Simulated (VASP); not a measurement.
Set up this calculation in VASP 6.6.1, as the native input.

- Task: single point
- Functional: PBE
- Potentials or basis: VASP PAW PBE potentials, release 64 (Hf_pv, O)
- Cutoff: 520 eV
- k mesh: 4 × 4 × 4
- Occupations: gaussian, width 0.05 eV
- Spin: no spin polarisation
- Dipole correction: no
- Further INCAR settings: ALGO = Normal; EDIFF = 1e-06; NBANDS = 56

The structure of HfO2 lies in POSCAR:

```
HfO2
1.0
    5.1608408692      0.0000000000     -0.0153405738
    0.0000000000      5.2121898545      0.0000000000
   -0.8814754550      0.0000000000      5.2787239846
Hf O
4 8
Direct
    0.2757243878      0.0428613230      0.2084023843
    0.7242756122      0.5428613230      0.2915976157
    0.7242756122      0.9571386770      0.7915976157
    0.2757243878      0.4571386770      0.7084023843
    0.4491331823      0.7572235628      0.4767005066
    0.5508668177      0.2572235628      0.0232994934
    0.5508668177      0.2427764372      0.5232994934
    0.4491331823      0.7427764372      0.9767005066
    0.0672019249      0.3287421681      0.3483696701
    0.9327980751      0.8287421681      0.1516303299
    0.9327980751      0.6712578319      0.6516303299
    0.0672019249      0.1712578319      0.8483696701
```

These files were run (other wordings do the same):

INCAR

```
SYSTEM = HfO2
PREC = Accurate ; ENCUT = 520
EDIFF = 1E-6 ; ISMEAR = 0
SIGMA = 0.05 ; LREAL = .FALSE.
LASPH = .TRUE. ; NELM = 100
ALGO = Normal ; ISIF = 2
LWAVE = .FALSE. ; LCHARG = .FALSE.
GGA = PE ; NBANDS = 56
```

KPOINTS

```
regular mesh
0
G
  4 4 4
  0 0 0
```

Potentials or basis: VASP PAW PBE potentials, release 64 (Hf_pv, O).

Run with:

```sh
$ cat potpaw_PBE.64/Hf_pv/POTCAR potpaw_PBE.64/O/POTCAR > POTCAR
$ mpirun -np 1 vasp_std > vasp.out
```

It gave:

```
Pressure               : -3.0 GPa
Largest force          : 0.081 eV/Å
Band gap on the k mesh : 4.00 eV (least direct gap 4.08 eV)
```

Caveat: the cell stands under tension; spin-orbit coupling is left out, which moves the levels of the heavy elements.

It took 6.5 min on 1 thread of Intel Xeon 8259CL (shared host), peak memory 0.34 GiB.
